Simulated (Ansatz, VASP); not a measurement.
# AlRu in VASP and in Ansatz

```
Al Ru
1.0
     2.95249    0.00000    0.00000
     0.00000    2.95249    0.00000
     0.00000    0.00000    2.95249
Al Ru
1 1
Direct
  0.00000 0.00000 0.00000
  0.50000 0.50000 0.50000
```

Alike in both runs: task single point; functional r2SCAN; k mesh 14 × 14 × 14; occupations gaussian, width 0.1 eV; no spin polarisation.

|  | VASP | Ansatz |
| --- | --- | --- |
| version | VASP 6.6.1 | Ansatz 0.2.0 |
| potentials or method | VASP PAW PBE potentials, release 64 (Al, Ru_pv), cutoff 520 eV | scalar-relativistic, plane waves, PAW |
| valence electrons in the cell | 17 | 19 |

```tsv
	VASP	Ansatz	Ansatz less VASP
gap on the k mesh at the Fermi level (eV)	none	none	-
pressure (GPa)	7.4	7.2	-0.20
```

VASP's potentials were made for PBE, not for r2SCAN. A gap of «none» marks a metal or a gap that the smearing closes. The functional is the same, so the differences come from potentials, cutoffs and numerics. VASP's potentials hold 17 valence electrons a cell and Ansatz's 19, so a difference there can come from the potentials and not from the codes.
